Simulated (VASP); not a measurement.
A run of VASP 6.6.1 is set up as follows.

Contents of POSCAR:

```
BeS
1.0
    0.0000000000      2.4249991143      2.4249991143
    2.4249991143      0.0000000000      2.4249991143
    2.4249991143      2.4249991143      0.0000000000
Be S
1 1
Direct
    0.0000000000      0.0000000000      0.0000000000
    0.7500000000      0.7500000000      0.7500000000
```

Contents of INCAR.step1:

```
PREC = Accurate
ENCUT = 520
EDIFF = 1E-5
ISMEAR = 0
SIGMA = 0.05
LREAL = False
LASPH = True
NELM = 100
ALGO = Normal
ISIF = 2
LWAVE = True
LCHARG = False
NBANDS = 11
GGA = PE
```

File INCAR.step2:

```
PREC = Accurate
ENCUT = 520
EDIFF = 1E-6
ISMEAR = 0
SIGMA = 0.05
LREAL = False
LASPH = True
NELM = 100
ALGO = Normal
ISIF = 2
LWAVE = False
LCHARG = False
GGA = PE
LHFCALC = True
AEXX = 0.4
PRECFOCK = Normal
NBANDS = 11
ISTART = 1
```

KPOINTS

```
Automatic mesh
0
Gamma
  4 4 4
```

Potentials or basis: VASP PAW PBE potentials, release 64 (Be, S).

Run with:

```bash
$ cat potpaw_PBE.64/Be/POTCAR potpaw_PBE.64/S/POTCAR > POTCAR
$ cp INCAR.step1 INCAR
$ mpirun -np 1 vasp_std > vasp.out
$ cp INCAR.step2 INCAR
$ mpirun -np 1 vasp_std > vasp.out
```

Q: What does it give for the pressure?

A: -0.5 GPa.

Q: Predict the band gap on the k mesh.

A: 5.88 eV, indirect (least direct gap 8.88 eV).

Caveat: the k points lie up to 0.56 Å⁻¹ apart; the PAW data sets were made with another functional, which shifts forces and pressure a little. A k mesh can miss the band edges.
